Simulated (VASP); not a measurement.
**La3Tl: electric field gradients with LDA**

La3Tl:

```
La Tl
1.0
     5.00940    0.00000    0.00000
     0.00000    5.00940    0.00000
     0.00000    0.00000    5.06000
La Tl
3 1
Direct
  0.00000 0.50000 0.50000
  0.50000 0.00000 0.50000
  0.50000 0.50000 0.00000
  0.00000 0.00000 0.00000
```

This cell differs from its parent crystal: equal xx and yy strain of -1 %.

- Program: VASP 6.6.1
- Task: electric field gradients
- Functional: LDA
- Potentials or basis: VASP PAW LDA potentials, release 64 (La, Tl_d)
- Cutoff: 520 eV
- k mesh: 8 × 8 × 8
- Occupations: fermi-dirac, width 0.08 eV
- Spin: no spin polarisation
- Dipole correction: no
- Further INCAR settings: ALGO = Normal; EDIFF = 1e-08; NBANDS = 31

| Property | Result |
| --- | --- |
| Pressure | -2.9 GPa |
| Band gap on the k mesh | zero (bands 23 and 24 overlap by 1.09 eV) |
| Largest electric field gradient by atom | La +131.2, +140.9 (each value once); Tl +8.5 V/Å² |

Stress tensor (GPa, compression positive):
```
-2.86  0.00  0.00
 0.00 -2.86  0.00
 0.00  0.00 -3.13
```

Levels at points of the mesh, in eV from the Fermi level:
```csv
k point,band 21,band 22,band 23,band 24,band 25,band 26
"(0.00, 0.00, 0.00)",-0.84,-0.83,-0.81,-0.76,0.78,0.81
"(0.50, 0.00, 0.00)",-0.78,-0.73,-0.63,0.71,1.06,1.07
"(0.50, 0.50, 0.00)",-1.32,-0.08,-0.08,0.31,0.63,1.02
"(0.00, 0.00, 0.50)",-0.73,-0.73,-0.64,0.70,1.03,1.10
"(0.50, 0.00, 0.50)",-1.35,-0.10,-0.07,0.27,0.67,1.01
"(0.50, 0.50, 0.50)",-1.05,0.33,0.33,0.33,1.16,1.32
```

Electric field gradients, principal values (V/Å²):
```csv
atom,least,middle,greatest (by size)
1 La,-63.176,-68.065,131.242
2 La,-63.176,-68.065,131.242
3 La,-70.441,-70.441,140.882
4 Tl,-4.234,-4.234,8.468
```

Run time: 6.7 min on 1 thread of Intel(R) Xeon(R) Platinum 8259CL CPU @ 2.50GHz (Skylake/Cascade Lake) (shared host), peak memory 0.41 GiB.

Caveat: the cell differs from its parent crystal (equal xx and yy strain of -1 %); without QUAD_EFG the Cq values of the log hold for a quadrupole moment of 1 mb, not for the nuclei; spin-orbit coupling is left out, which moves the levels of the heavy elements.
